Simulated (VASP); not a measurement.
# AgB2 (Fm-3m) in VASP: notebook

AgB2 is run at these levels: PBEsol; tasks: relaxation of cell and atoms, single point.

Everything below comes from runs of VASP 6.6.1. Logs are shortened: lines on timing, memory, paths and dates and some standing lists are left out, and cuts for length are marked.

## 1. The cell of the first run

It takes space group Fm-3m (No. 225, cubic). The conventional cell has a = 5.140 Å, b = 5.140 Å, c = 5.140 Å, α = 90.00°, β = 90.00°, γ = 90.00°. Ag (site symmetry m-3m) has 8 B at 2.23 Å within 2.9 Å. Within 2.9 Å of B (site symmetry -43m) lie 4 Ag at 2.23 Å and 6 B at 2.57 Å.

## 2. Relaxation of cell and atoms, PBEsol

INCAR

```
PREC = Accurate ; ENCUT = 500
EDIFF = 1E-7 ; ISMEAR = 1
SIGMA = 0.05 ; LREAL = False
LASPH = True ; NELM = 120
ALGO = Normal ; ISIF = 3
LWAVE = False ; LCHARG = False
GGA = PS ; IBRION = 2
NSW = 80 ; EDIFFG = -0.02
GGA_COMPAT = False ; NELMIN = 4
```

KPOINTS

```
Automatic mesh
0
Gamma
  7 7 7
```

POSCAR

```
AgB2
1.0
    0.0000000000      2.5700000000      2.5700000000
    2.5700000000      0.0000000000      2.5700000000
    2.5700000000      2.5700000000      0.0000000000
Ag B
1 2
Direct
    0.0000000000      0.0000000000      0.0000000000
    0.2500000000      0.2500000000      0.2500000000
    0.7500000000      0.7500000000      0.7500000000
```

Potentials or basis: VASP PAW PBE potentials, release 64 (Ag, B).

The run is started by

```sh
$ cat potpaw_PBE.64/Ag/POTCAR potpaw_PBE.64/B/POTCAR > POTCAR
$ mpirun -np 1 vasp_std > vasp.out
```

OUTCAR:

```text
PREC = Accurate
   ENCUT = 500
   EDIFF = 1E-7
   ISMEAR = 1
   LREAL = False
   LASPH = True
   NELM = 120
   ISIF = 3
   GGA = PS
   IBRION = 2
   NSW = 80
   EDIFFG = -0.02
   NELMIN = 4

 ion  position               nearest neighbor table
   1  0.000  0.000  0.000-   3 2.23   3 2.23   3 2.23   2 2.23   3 2.23   2 2.23   2 2.23   2 2.23

   2  0.250  0.250  0.250-   1 2.23   1 2.23   1 2.23   1 2.23
   3  0.750  0.750  0.750-   1 2.23   1 2.23   1 2.23   1 2.23

  LATTYP: Found a face centered cubic cell.
 ALAT       =     5.1400000000

  Lattice vectors:

 A1 = (   0.0000000000,   2.5700000000,   2.5700000000)
 A2 = (   2.5700000000,   0.0000000000,   2.5700000000)
 A3 = (   2.5700000000,   2.5700000000,   0.0000000000)

Analysis of symmetry for initial positions (statically):
=====================================================================
 Subroutine PRICEL returns:
 Original cell was already a primitive cell.

 Routine SETGRP: Setting up the symmetry group for a
 face centered cubic supercell.

 Subroutine GETGRP returns: Found 48 space group operations
 (whereof 48 operations were pure point group operations)
 out of a pool of 48 trial point group operations.

The static configuration has the point symmetry O_h .

Analysis of symmetry for dynamics (positions and initial velocities):
=====================================================================
 Subroutine PRICEL returns:
 Original cell was already a primitive cell.

 Routine SETGRP: Setting up the symmetry group for a
 face centered cubic supercell.

 Subroutine GETGRP returns: Found 48 space group operations
 (whereof 48 operations were pure point group operations)
 out of a pool of 48 trial point group operations.

The dynamic configuration has the point symmetry O_h .

 Subroutine INISYM returns: Found 48 space group operations
 (whereof 48 operations are pure point group operations),
 and found     1 'primitive' translations

----------------------------------------------------------------------------------------

                                     Primitive cell

  volume of cell :      33.9492

  direct lattice vectors                    reciprocal lattice vectors
     0.000000000  2.570000000  2.570000000    -0.194552529  0.194552529  0.194552529
     2.570000000  0.000000000  2.570000000     0.194552529 -0.194552529  0.194552529
     2.570000000  2.570000000  0.000000000     0.194552529  0.194552529 -0.194552529

  length of vectors
     3.634528855  3.634528855  3.634528855     0.336974865  0.336974865  0.336974865

  position of ions in fractional coordinates (direct lattice)
     0.000000000  0.000000000  0.000000000
     0.250000000  0.250000000  0.250000000
     0.750000000  0.750000000  0.750000000

  ion indices of the primitive-cell ions
   primitive index   ion index
                 1           1
                 2           2
                 3           3

----------------------------------------------------------------------------------------

 KPOINTS: Automatic mesh

Automatic generation of k-mesh.
 Grid dimensions read from file:
 generate k-points for:    7    7    7

 Generating k-lattice:

  Cartesian coordinates                     Fractional coordinates (reciprocal lattice)
    -0.027793218  0.027793218  0.027793218     0.142857143  0.000000000  0.000000000
     0.027793218 -0.027793218  0.027793218     0.000000000  0.142857143  0.000000000
     0.027793218  0.027793218 -0.027793218     0.000000000  0.000000000  0.142857143

  Length of vectors
     0.048139266  0.048139266  0.048139266

  Shift w.r.t. Gamma in fractional coordinates (k-lattice)
     0.000000000  0.000000000  0.000000000

 Subroutine IBZKPT returns following result:
 ===========================================

 Found     20 irreducible k-points:

 Following reciprocal coordinates:
            Coordinates               Weight
  0.000000  0.000000  0.000000      1.000000
  0.142857  0.000000  0.000000      8.000000
  0.285714  0.000000  0.000000      8.000000
  0.428571  0.000000  0.000000      8.000000
  0.142857  0.142857  0.000000      6.000000
  0.285714  0.142857  0.000000     24.000000
[... 12 lines left out ...]
 -0.428571  0.428571  0.142857     24.000000
 -0.285714  0.428571  0.142857     24.000000
   k-points           NKPTS =     20   k-points in BZ     NKDIM =     20   number of bands    NBANDS=     12
   number of dos      NEDOS =    301   number of ions     NIONS =      3
   total plane-waves  NPLWV =  21952
   dimension x,y,z NGX =    28 NGY =   28 NGZ =   28
   dimension x,y,z NGXF=    56 NGYF=   56 NGZF=   56
   ions per type =               1   2
   NGX,Y,Z   is equivalent  to a cutoff of  12.81, 12.81, 12.81 a.u.
   NGXF,Y,Z  is equivalent  to a cutoff of  25.61, 25.61, 25.61 a.u.
 SYSTEM =  unknown system
   PREC   = accura    normal or accurate (medium, high low for compatibility)
   ISTART =      0    job   : 0-new  1-cont  2-samecut
   ICHARG =      2    charge: 1-file 2-atom 10-const
   ISPIN  =      1    spin polarized calculation?
   LNONCOLLINEAR =      F non collinear calculations
   LSORBIT =      F    spin-orbit coupling
   LASPH  =      T    aspherical Exc in radial PAW
   ENCUT  =  500.0 eV  36.75 Ry    6.06 a.u.   6.63  6.63  6.63*2*pi/ulx,y,z
   NELM   =    120;   NELMIN=  4; NELMDL= -5     # of ELM steps
   EDIFF  = 0.1E-06   stopping-criterion for ELM
   LREAL  =      F    real-space projection
   EDIFFG = -.2E-01   stopping-criterion for IOM
   NSW    =     80    number of steps for IOM
   IBRION =      2    ionic relax: 0-MD 1-quasi-New 2-CG
   NFREE  =      1    steps in history (QN), initial steepest desc. (CG)
   ISIF   =      3    stress and relaxation
   ISYM   =      2    0-nonsym 1-usesym 2-fastsym
   POTIM  = 0.5000    time-step for ionic-motion
   TEBEG  =    0.0;   TEEND  =   0.0 temperature during run
   PSTRESS=    0.0 pullay stress
   NELECT =      17.0000    total number of electrons
   NUPDOWN=      -1.0000    fix difference up-down
   EMIN   =  10.00;   EMAX   =-10.00  energy-range for DOS
   EFERMI =   0.00;   METHOD = LEGACY
   ISMEAR =     1;   SIGMA  =   0.05  broadening in eV -4-tet -1-fermi 0-gaus
   EFERMI_NEDOS =   21; number of points for ismear=-14 and -15
   IALGO  =     38    algorithm
   IMIX   =      4    mixing-type and parameters
     AMIX     =   0.40;   BMIX     =  1.00
     AMIX_MAG =   1.60;   BMIX_MAG =  1.00
  volume/ion in A,a.u.               =      11.32        76.37
  Fermi-wavevector in a.u.,A,eV,Ry     =   1.300014  2.456670 22.994340  1.690036
  Thomas-Fermi vector in A             =   2.431240
   LORBIT       =      0    0 simple, 1 ext, 2 COOP (PROOUT), +10 PAW based schemes
   GGA     = PS    functional components
   LHFCALC =     F    Hartree Fock is set to
   AEXX    =    0.0000 exact exchange contribution
   IVDW    =     0    specifies the selected vdW correction
   LEPSILON=     F    determine dielectric tensor
   LRPA    =     F    only Hartree local field effects (RPA)
 conjugate gradient relaxation of ions
 non-spin polarized calculation
 Methfessel and Paxton  Order N= 1 SIGMA  =   0.05
  energy-cutoff  :      500.00
  volume of cell :       33.95
 maximum number of plane-waves:       881
   NGX = 13   NGY = 13   NGZ = 13

--------------------------------------- Ionic step        1  -------------------------------------------

 number of electron      17.0000003 magnetization

 Free energy of the ion-electron system (eV)
  ---------------------------------------------------
  ext. energy  EPLUGINS =         0.00000000
  ---------------------------------------------------
  free energy    TOTEN  =       -12.88247680 eV

  energy without entropy =      -12.88179579  energy(sigma->0) =      -12.88224980

------------------------ aborting loop because EDIFF is reached ----------------------------------------

  FORCE on cell =-STRESS in cart. coord.  units (eV):
  Direction    XX          YY          ZZ          XY          YZ          ZX
  --------------------------------------------------------------------------------------
  -------------------------------------------------------------------------------------
  Total       -0.7699014     -0.7699014     -0.7699014      0.0000000      0.0000000      0.0000000
  in kB      -36.3342591    -36.3342591    -36.3342591      0.0000000      0.0000000      0.0000000
  external PRESSURE =     -36.3342591 kB  Pullay stress =       0.0000000 kB

 VOLUME and BASIS-vectors are now :
 -----------------------------------------------------------------------------
  energy-cutoff  :      500.00
  volume of cell :       33.95
      direct lattice vectors                 reciprocal lattice vectors
     0.000000000  2.570000000  2.570000000    -0.194552529  0.194552529  0.194552529
     2.570000000  0.000000000  2.570000000     0.194552529 -0.194552529  0.194552529
     2.570000000  2.570000000  0.000000000     0.194552529  0.194552529 -0.194552529
[... 38 lines left out ...]
 POSITION                                       TOTAL-FORCE (eV/Angst)
 -----------------------------------------------------------------------------------
      5.07636      5.07636      5.07636        -0.000000     -0.000000      0.000000
      1.26909      1.26909      1.26909         0.000000      0.000000      0.000000
      3.80727      3.80727      3.80727         0.000000     -0.000000     -0.000000
 -----------------------------------------------------------------------------------
    total drift:                                0.000000      0.000000      0.000000

  FREE ENERGIE OF THE ION-ELECTRON SYSTEM (eV)
  ---------------------------------------------------
  free  energy   TOTEN  =       -12.8859392497 eV

  energy  without entropy=      -12.8851672562  energy(sigma->0) =      -12.88568192

--------------------------------------- Ionic step        3  -------------------------------------------

 number of electron      17.0000001 magnetization

 Free energy of the ion-electron system (eV)
  ---------------------------------------------------
  ext. energy  EPLUGINS =         0.00000000
  ---------------------------------------------------
  free energy    TOTEN  =       -12.89075431 eV

  energy without entropy =      -12.89000279  energy(sigma->0) =      -12.89050380

 E-fermi :   7.4442     XC(G=0): -11.9750

 val. band max:        7.4415929971   @ k =   0.4286   0.2857   0.1429
 cond. band min:       7.7422973171   @ k =   0.1429   0.0000   0.0000
 fundamental gap:      0.3007043200
 Fermi energy:         7.4442303341

 k-point     1 :       0.0000    0.0000    0.0000
  band No.  band energies     occupation
      1      -4.7543      2.00000
      2      -0.4794      2.00000
      3      -0.4794      2.00000
      4      -0.4794      2.00000
      5       1.3322      2.00000
      6       1.3322      2.00000
      7       7.9012     -0.00000
      8      10.8961      0.00000
      9      10.8961      0.00000
     10      10.8961      0.00000
     11      11.6696      0.00000
     12      11.6696      0.00000

 k-point     2 :       0.1429    0.0000    0.0000
  band No.  band energies     occupation
      1      -4.4307      2.00000
      2      -0.6182      2.00000
      3      -0.3610      2.00000
      4      -0.3610      2.00000
      5       1.2956      2.00000
      6       1.2956      2.00000
      7       7.7423     -0.00000
      8       9.3595      0.00000
      9      10.1580      0.00000
     10      10.1580      0.00000
     11      11.6425      0.00000
     12      11.6425      0.00000
[... 290 lines left out ...]
 POSITION                                       TOTAL-FORCE (eV/Angst)
 -----------------------------------------------------------------------------------
      0.00000      0.00000      0.00000        -0.000000      0.000000      0.000000
      1.27590      1.27590      1.27590        -0.000000     -0.000000      0.000000
      3.82771      3.82771      3.82771         0.000000      0.000000     -0.000000
 -----------------------------------------------------------------------------------
    total drift:                               -0.000000     -0.000000      0.000000

  FREE ENERGIE OF THE ION-ELECTRON SYSTEM (eV)
  ---------------------------------------------------
  free  energy   TOTEN  =       -12.8907543133 eV

  energy  without entropy=      -12.8900027884  energy(sigma->0) =      -12.89050380

 reached required accuracy - stopping structural energy minimisation
```

It took 25 s on 1 thread of Intel Xeon Platinum 8259CL at 2.50GHz (Skylake/Cascade Lake), shared host; peak memory 0.16 GiB.

Results:

```yaml
Free_energy: -12.8908 eV
Relaxed_volume: 11.08 Å³/atom
Relaxed_cell: a = 3.609 Å, b = 3.609 Å, c = 3.609 Å, α = 60.00°, β = 60.00°, γ = 60.00°
Space_group_after_relaxing_to_0.1_Å: Fm-3m (No. 225)
Energy_gained_by_relaxing: 2.8 meV/atom
Ionic_steps: 3
Pressure_after_relaxing: 0.0 GPa
Band_gap_on_the_k_mesh: zero (an odd number of electrons rules out a gap without spin polarisation)
```

The path:
```tsv
step	energy change (eV)	largest force (eV/Å)	pressure (GPa)	volume (Å³)
1	0.0000	0.0000	-3.63	33.95
2	-0.0035	0.0000	2.97	32.70
3	-0.0083	0.0000	-0.01	33.23
```

Final structure:
```
Ag B
1.0
     0.00000    2.55181    2.55181
     2.55181    0.00000    2.55181
     2.55181    2.55181    0.00000
Ag B
1 2
Direct
  0.00000 0.00000 0.00000
  0.25000 0.25000 0.25000
  0.75000 0.75000 0.75000
```

Caveat: the PAW data sets were made with another functional, which shifts forces and pressure a little.

(Part 1 of 3 ends here.)
